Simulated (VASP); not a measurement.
# MnSi (rocksalt type) (Fm-3m) in VASP: notebook, part 2 of 2

VASP 6.6.1.

## (3) Single point, PBE, collinear spin, ferromagnetic start (volume scaled by 0.98)

Contents of INCAR:

```
PREC = Accurate
ENCUT = 520
EDIFF = 1E-7
ISMEAR = -1
SIGMA = 0.05
LREAL = F
LASPH = T
NELM = 150
ALGO = Normal
ISIF = 2
LWAVE = F
LCHARG = F
ISPIN = 2
MAGMOM = 4 0
LORBIT = 11
LMAXMIX = 4
GGA = PE
NBANDS = 20
```

Contents of KPOINTS:

```
regular mesh
0
Gamma
  15 15 15
```

Contents of POSCAR:

```
MnSi
1.0
    0.0000000000      2.4062365118      2.4062365118
    2.4062365118      0.0000000000      2.4062365118
    2.4062365118      2.4062365118      0.0000000000
Mn Si
1 1
Direct
    0.0000000000      0.0000000000      0.0000000000
    0.5000000000      0.5000000000      0.5000000000
```

Potentials or basis: VASP PAW PBE potentials, release 64 (Mn_pv, Si).

The run is started by

```bash
$ cat potpaw_PBE.64/Mn_pv/POTCAR potpaw_PBE.64/Si/POTCAR > POTCAR
$ mpirun -np 1 vasp_std > vasp.out
```

OUTCAR:

```text
PREC = Accurate
   ENCUT = 520
   EDIFF = 1E-7
   ISMEAR = -1
   LREAL = F
   LASPH = T
   NELM = 150
   ISIF = 2
   ISPIN = 2
   LORBIT = 11
   GGA = PE

 ion  position               nearest neighbor table
   1  0.000  0.000  0.000-   2 2.41   2 2.41   2 2.41   2 2.41   2 2.41   2 2.41
   2  0.500  0.500  0.500-   1 2.41   1 2.41   1 2.41   1 2.41   1 2.41   1 2.41

  LATTYP: Found a face centered cubic cell.
 ALAT       =     4.8124730236

  Lattice vectors:

 A1 = (   0.0000000000,   2.4062365118,   2.4062365118)
 A2 = (   2.4062365118,   0.0000000000,   2.4062365118)
 A3 = (   2.4062365118,   2.4062365118,   0.0000000000)

Analysis of symmetry for initial positions (statically):
=====================================================================
 Subroutine PRICEL returns:
 Original cell was already a primitive cell.

 Routine SETGRP: Setting up the symmetry group for a
 face centered cubic supercell.

 Subroutine GETGRP returns: Found 48 space group operations
 (whereof 48 operations were pure point group operations)
 out of a pool of 48 trial point group operations.

The static configuration has the point symmetry O_h .

Analysis of symmetry for dynamics (positions and initial velocities):
=====================================================================
 Subroutine PRICEL returns:
 Original cell was already a primitive cell.

 Routine SETGRP: Setting up the symmetry group for a
 face centered cubic supercell.

 Subroutine GETGRP returns: Found 48 space group operations
 (whereof 48 operations were pure point group operations)
 out of a pool of 48 trial point group operations.

The dynamic configuration has the point symmetry O_h .

Analysis of structural, dynamic, and magnetic symmetry:
=====================================================================
 Subroutine PRICEL returns:
 Original cell was already a primitive cell.

 Routine SETGRP: Setting up the symmetry group for a
 face centered cubic supercell.

 Subroutine GETGRP returns: Found 48 space group operations
 (whereof 48 operations were pure point group operations)
 out of a pool of 48 trial point group operations.

The overall configuration has the point symmetry O_h .

 Subroutine INISYM returns: Found 48 space group operations
 (whereof 48 operations are pure point group operations),
 and found     1 'primitive' translations

----------------------------------------------------------------------------------------

                                     Primitive cell

  volume of cell :      27.8641

  direct lattice vectors                    reciprocal lattice vectors
     0.000000000  2.406236512  2.406236512    -0.207793373  0.207793373  0.207793373
     2.406236512  0.000000000  2.406236512     0.207793373 -0.207793373  0.207793373
     2.406236512  2.406236512  0.000000000     0.207793373  0.207793373 -0.207793373

  length of vectors
     3.402932309  3.402932309  3.402932309     0.359908679  0.359908679  0.359908679

  position of ions in fractional coordinates (direct lattice)
     0.000000000  0.000000000  0.000000000
     0.500000000  0.500000000  0.500000000
[... 60 lines left out ...]
   number of dos      NEDOS =    301   number of ions     NIONS =      2
   total plane-waves  NPLWV =  21952
   dimension x,y,z NGX =    28 NGY =   28 NGZ =   28
   dimension x,y,z NGXF=    56 NGYF=   56 NGZF=   56
   ions per type =               1   1
   NGX,Y,Z   is equivalent  to a cutoff of  13.68, 13.68, 13.68 a.u.
   NGXF,Y,Z  is equivalent  to a cutoff of  27.36, 27.36, 27.36 a.u.
 SYSTEM =  unknown system
   PREC   = accura    normal or accurate (medium, high low for compatibility)
   ISTART =      0    job   : 0-new  1-cont  2-samecut
   ICHARG =      2    charge: 1-file 2-atom 10-const
   ISPIN  =      2    spin polarized calculation?
   LNONCOLLINEAR =      F non collinear calculations
   LSORBIT =      F    spin-orbit coupling
   LASPH  =      T    aspherical Exc in radial PAW
   ENCUT  =  520.0 eV  38.22 Ry    6.18 a.u.   6.33  6.33  6.33*2*pi/ulx,y,z
   NELM   =    150;   NELMIN=  2; NELMDL= -5     # of ELM steps
   EDIFF  = 0.1E-06   stopping-criterion for ELM
   LREAL  =      F    real-space projection
   EDIFFG = 0.1E-05   stopping-criterion for IOM
   NSW    =      0    number of steps for IOM
   IBRION =     -1    ionic relax: 0-MD 1-quasi-New 2-CG
   NFREE  =      0    steps in history (QN), initial steepest desc. (CG)
   ISIF   =      2    stress and relaxation
   ISYM   =      2    0-nonsym 1-usesym 2-fastsym
   POTIM  = 0.5000    time-step for ionic-motion
   TEBEG  =    0.0;   TEEND  =   0.0 temperature during run
   PSTRESS=    0.0 pullay stress
   NELECT =      17.0000    total number of electrons
   NUPDOWN=      -1.0000    fix difference up-down
   EMIN   =  10.00;   EMAX   =-10.00  energy-range for DOS
   EFERMI =   0.00;   METHOD = LEGACY
   ISMEAR =    -1;   SIGMA  =   0.05  broadening in eV -4-tet -1-fermi 0-gaus
   EFERMI_NEDOS =   21; number of points for ismear=-14 and -15
   IALGO  =     38    algorithm
   IMIX   =      4    mixing-type and parameters
     AMIX     =   0.40;   BMIX     =  1.00
     AMIX_MAG =   1.60;   BMIX_MAG =  1.00
  volume/ion in A,a.u.               =      13.93        94.02
  Fermi-wavevector in a.u.,A,eV,Ry     =   1.388490  2.623866 26.230741  1.927905
  Thomas-Fermi vector in A             =   2.512611
   LORBIT       =     11    0 simple, 1 ext, 2 COOP (PROOUT), +10 PAW based schemes
   GGA     = PE    functional components
   LHFCALC =     F    Hartree Fock is set to
   AEXX    =    0.0000 exact exchange contribution
   IVDW    =     0    specifies the selected vdW correction
   LEPSILON=     F    determine dielectric tensor
   LRPA    =     F    only Hartree local field effects (RPA)
 spin polarized calculation
  energy-cutoff  :      520.00
  volume of cell :       27.86
 maximum number of plane-waves:       763
 NGX is ok and might be reduce to    28
   NGX = 13   NGY = 13   NGZ = 13

 number of electron      17.0000011 magnetization       2.4095544

 Free energy of the ion-electron system (eV)
  ---------------------------------------------------
  ext. energy  EPLUGINS =         0.00000000
  ---------------------------------------------------
  free energy    TOTEN  =       -14.15304276 eV

  energy without entropy =      -14.14207277  energy(sigma->0) =      -14.14755776

 E-fermi :   9.0353     XC(G=0): -11.7871

 val. band max:        9.0304273862   @ k =  -0.1333   0.1333   0.0000
 cond. band min:       9.0401926872   @ k =   0.4667   0.3333   0.0667
 fundamental gap:      0.0097653010
 Fermi energy:         9.0352956602

 spin component 1

 k-point     1 :       0.0000    0.0000    0.0000
  band No.  band energies     occupation
      1     -40.2253      1.00000
      2     -40.2253      1.00000
      3     -40.2253      1.00000
      4      -2.6877      1.00000
      5       6.3528      1.00000
      6       6.3528      1.00000
[... 541 lines left out ...]
     19      23.9154      0.00000
     20      26.3644      0.00000

 [... further k-points ...]

 spin component 2

 k-point     1 :       0.0000    0.0000    0.0000
  band No.  band energies     occupation
      1     -37.5969      1.00000
      2     -37.5969      1.00000
      3     -37.5969      1.00000
      4      -2.6418      1.00000
      5       8.4067      1.00000
      6       8.4067      1.00000
[... 541 lines left out ...]
     19      24.0289      0.00000
     20      27.1605      0.00000

 [... further k-points ...]
[... 5 lines left out ...]
  --------------------------------------------------------------------------------------
  -------------------------------------------------------------------------------------
  Total        0.3663547      0.3663547      0.3663547     -0.0000000     -0.0000000      0.0000000
  in kB       21.0652906     21.0652906     21.0652906     -0.0000000     -0.0000000      0.0000000
  external PRESSURE =      21.0652906 kB  Pullay stress =       0.0000000 kB

 VOLUME and BASIS-vectors are now :
 -----------------------------------------------------------------------------
  energy-cutoff  :      520.00
  volume of cell :       27.86
      direct lattice vectors                 reciprocal lattice vectors
     0.000000000  2.406236512  2.406236512    -0.207793373  0.207793373  0.207793373
     2.406236512  0.000000000  2.406236512     0.207793373 -0.207793373  0.207793373
     2.406236512  2.406236512  0.000000000     0.207793373  0.207793373 -0.207793373

 POSITION                                       TOTAL-FORCE (eV/Angst)
 -----------------------------------------------------------------------------------
      0.00000      0.00000      0.00000        -0.000000     -0.000000      0.000000
      2.40624      2.40624      2.40624         0.000000      0.000000     -0.000000
 -----------------------------------------------------------------------------------
    total drift:                               -0.000000     -0.000000      0.000000

  FREE ENERGIE OF THE ION-ELECTRON SYSTEM (eV)
  ---------------------------------------------------
  free  energy   TOTEN  =       -14.1530427551 eV

  energy  without entropy=      -14.1420727728  energy(sigma->0) =      -14.14755776

 total charge

# of ion       s       p       d       tot
------------------------------------------
    1        0.323   6.263   5.233  11.819
    2        0.788   0.907   0.000   1.696
--------------------------------------------------
tot          1.112   7.170   5.233  13.514

 magnetization (x)

# of ion       s       p       d       tot
------------------------------------------
    1        0.054   0.008   2.448   2.510
    2       -0.022  -0.087   0.000  -0.108
--------------------------------------------------
tot          0.032  -0.079   2.448   2.402
```

OSZICAR:

```text
N       E                     dE             d eps       ncg     rms          rms(c)
DAV:   1     0.129519641261E+03    0.12952E+03   -0.88932E+03  9660   0.909E+02
DAV:   2    -0.106641301860E+02   -0.14018E+03   -0.13216E+03  9948   0.268E+02
DAV:   3    -0.155974714061E+02   -0.49333E+01   -0.48791E+01 11156   0.540E+01
DAV:   4    -0.156438713978E+02   -0.46400E-01   -0.46383E-01 10812   0.527E+00
DAV:   5    -0.156445234095E+02   -0.65201E-03   -0.65200E-03 10944   0.622E-01    0.167E+01
DAV:   6    -0.168066239817E+02   -0.11621E+01   -0.10208E+01 10492   0.462E+01    0.174E+01
DAV:   7    -0.141478712146E+02    0.26588E+01   -0.48986E+00 10404   0.302E+01    0.374E+00
DAV:   8    -0.141498578934E+02   -0.19867E-02   -0.10516E-01 10604   0.275E+00    0.155E+00
DAV:   9    -0.141522132768E+02   -0.23554E-02   -0.10595E-02 10696   0.944E-01    0.783E-01
DAV:  10    -0.141527900147E+02   -0.57674E-03   -0.18719E-03 11236   0.311E-01    0.257E-01
DAV:  11    -0.141530030416E+02   -0.21303E-03   -0.28950E-04 10432   0.155E-01    0.114E-01
DAV:  12    -0.141530404162E+02   -0.37375E-04   -0.87582E-05 10832   0.103E-01    0.447E-02
DAV:  13    -0.141530392083E+02    0.12079E-05   -0.97948E-06 10400   0.232E-02    0.274E-02
DAV:  14    -0.141530421893E+02   -0.29811E-05   -0.31118E-06 10780   0.186E-02    0.749E-03
DAV:  15    -0.141530427521E+02   -0.56275E-06   -0.82599E-07 10560   0.861E-03    0.111E-03
DAV:  16    -0.141530427551E+02   -0.30509E-08   -0.83587E-08  7256   0.182E-03
   1 F= -.14153043E+02 E0= -.14147558E+02  d E =-.109700E-01  mag=     2.4095
```

It took 95 s on 1 thread of Intel Xeon Platinum 8488C (Sapphire Rapids), shared host; peak memory 0.24 GiB.

Results:

```
Free energy                                           : -14.1530 eV
Pressure                                              : 2.1 GPa
Net moment                                            : 2.41 μB per cell
Site moments                                          : Mn +2.51; Si -0.11 μB
Valence electrons inside the program's atomic spheres : Mn 11.82; Si 1.70
```

Caveat: the cell differs from its parent crystal (volume scaled by 0.98).

## (4) Single point, PBE, collinear spin, ferromagnetic start

This run uses another cell than the first one, of 14.22 Å³/atom, 1.042 times its volume.

Contents of INCAR:

```
PREC = Accurate
ENCUT = 520
EDIFF = 1E-7
ISMEAR = -1
SIGMA = 0.05
LREAL = False
LASPH = True
NELM = 150
ALGO = Normal
ISIF = 2
LWAVE = False
LCHARG = True
ISPIN = 2
MAGMOM = 4 0
LORBIT = 11
LMAXMIX = 4
GGA = PE
LELF = True
LVHAR = True
NBANDS = 20
```

KPOINTS is that of step 3.

Contents of POSCAR:

```
MnSi
1.0
    0.0000000000      2.4224953598      2.4224953598
    2.4224953598      0.0000000000      2.4224953598
    2.4224953598      2.4224953598      0.0000000000
Mn Si
1 1
Direct
    0.0000000000      0.0000000000      0.0000000000
    0.5000000000      0.5000000000      0.5000000000
```

The run is started by

```bash
$ cat potpaw_PBE.64/Mn_pv/POTCAR potpaw_PBE.64/Si/POTCAR > POTCAR
$ mpirun -np 1 vasp_std > vasp.out
```

It took 95 s on 1 thread of Intel Xeon Platinum 8488C (Sapphire Rapids), shared host; peak memory 0.24 GiB.

Results (log left out):

| Quantity | Value |
| --- | --- |
| Free energy | -14.1567 eV |
| Pressure | 0.0 GPa |
| Net moment | 2.47 μB per cell |
| Site moments | Mn +2.57; Si -0.11 μB |
| Valence electrons inside the program's atomic spheres | Mn 11.79; Si 1.69 |

Levels at points of the mesh, in eV from the Fermi level:
Spin up:
```csv
k point,band 7,band 8,band 9,band 10,band 11,band 12,band 13,band 14
"(0.00, 0.00, 0.00)",-2.68,-2.20,-2.20,3.68,3.68,3.68,10.15,10.15
```
Spin down:
```csv
k point,band 3,band 4,band 5,band 6,band 7,band 8,band 9,band 10,band 11,band 12
"(0.00, 0.00, 0.00)",-46.61,-11.55,-0.58,-0.58,-0.36,-0.36,-0.36,3.55,3.55,3.55
```

## (5) Summary

| cell | gap on the mesh (eV) | pressure (GPa) | moment (μB) |
| --- | --- | --- | --- |
| a = 3.380 Å, angles 60.0°, 2 atoms | none | 4.2 | 2.35 |
| a = 3.403 Å, angles 60.0°, 2 atoms | none | 2.1 | 2.41 |
| a = 3.426 Å, angles 60.0°, 2 atoms | none | 0.0 | 2.47 |

Alike in all rows: task single point; level PBE; potentials or basis VASP PAW PBE potentials, release 64 (Mn_pv, Si); spin collinear, ferromagnetic start; k mesh 15 × 15 × 15; cutoff (eV) 520; smearing fermi-dirac 0.05 eV.

Total energies depend on the potentials used, so only differences within one code and one set of settings carry meaning.
